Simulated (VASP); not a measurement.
Set up this calculation in VASP 6.6.1, as the native input.

* Task: single point
* Functional: PBE
* Potentials or basis: VASP PAW PBE potentials, release 64 (Ti_sv, Al, N)
* Cutoff: 520 eV
* k mesh: 4 × 4 × 2
* Occupations: fermi-dirac, width 0.01 eV
* Spin: collinear spin
* Dipole correction: no
* Further INCAR settings: LREAL = Auto; ALGO = Normal; EDIFF = 1e-07; NBANDS = 94

The structure of TiAl15N16 (a cell with a defect) lies in POSCAR:

```
TiAl15N16
1.0
    6.2260000000      0.0000000000      0.0000000000
   -3.1130000000      5.3918741640      0.0000000000
    0.0000000000      0.0000000000      9.9620000000
Ti Al N
1 15 16
Direct
    0.1666666667      0.3333333333     -0.0073540666
    0.1666666667      0.3333333333      0.5001476600
    0.1677789821      0.8338894911      0.0015079105
    0.1657035514      0.8328517757      0.4996990450
    0.6661105089      0.3322210179      0.0015079105
    0.6671482243      0.3342964486      0.4996990450
    0.6661105089      0.8338894911      0.0015079105
    0.6671482243      0.8328517757      0.4996990450
    0.3333577358      0.1666422642      0.2517704556
    0.3350743754      0.1649256246      0.7474161916
    0.3333577358      0.6667154717      0.2517704556
    0.3350743754      0.6701487509      0.7474161916
    0.8332845283      0.1666422642      0.2517704556
    0.8298512491      0.1649256246      0.7474161916
    0.8333333333      0.6666666667      0.2501089097
    0.8333333333      0.6666666667      0.7504468477
    0.1666666667      0.3333333333      0.1979149077
    0.1666666667      0.3333333333      0.6932340104
    0.1671488657      0.8335744329      0.1918991671
    0.1647684572      0.8323842286      0.6896767536
    0.6664255671      0.3328511343      0.1918991671
    0.6676157714      0.3352315428      0.6896767536
    0.6664255671      0.8335744329      0.1918991671
    0.6676157714      0.8323842286      0.6896767536
    0.3336387797      0.1663612203      0.4426350195
    0.3406066972      0.1593933028      0.9371173019
    0.3336387797      0.6672775593      0.4426350195
    0.3406066972      0.6812133944      0.9371173019
    0.8327224407      0.1663612203      0.4426350195
    0.8187866056      0.1593933028      0.9371173019
    0.8333333333      0.6666666667      0.4402610093
    0.8333333333      0.6666666667      0.9421209611
```

The input as run:

INCAR

```
SYSTEM = TiAl15N16
ALGO = Normal
EDIFF = 1E-7
ENCUT = 520
GGA = PE
ISIF = 2
ISMEAR = -1
ISPIN = 2
LASPH = .TRUE.
LCHARG = .FALSE.
LMAXMIX = 4
LORBIT = 11
LREAL = Auto
LWAVE = .FALSE.
MAGMOM = 1 0 0 0 0 0 0 0 0 0 0 0 0 0 0 0 0 0 0 0 0 0 0 0 0 0 0 0 0 0 0 0
NBANDS = 94
NELM = 150
PREC = Accurate
SIGMA = 0.01
```

KPOINTS

```
k-points
0
G
  4 4 2
  0 0 0
```

Potentials or basis: VASP PAW PBE potentials, release 64 (Ti_sv, Al, N).

Command:

```sh
$ cat potpaw_PBE.64/Ti_sv/POTCAR potpaw_PBE.64/Al/POTCAR potpaw_PBE.64/N/POTCAR > POTCAR
$ mpirun -np 1 vasp_std > vasp.out
```

Results of the run:

| Quantity | Value |
| --- | --- |
| Pressure | 6.2 GPa |
| Largest force | 0.034 eV/Å |
| Band gap on the k mesh | zero (filled and empty bands overlap) |
| Net moment | -1.00 μB per cell |
| Site moments | Ti -0.75; Al -0.00, -0.01 (each value once); N +0.00, -0.00, +0.01 (each value once) μB |
| Valence electrons inside the program's atomic spheres | Ti 10.53; Al 0.80, 0.82, 0.81 (each value once); N 3.85, 3.86, 3.87 (each value once) |

It took 31 min on 1 thread of Oxide Virtual Turin-like Processor (shared host), peak memory 0.72 GiB.
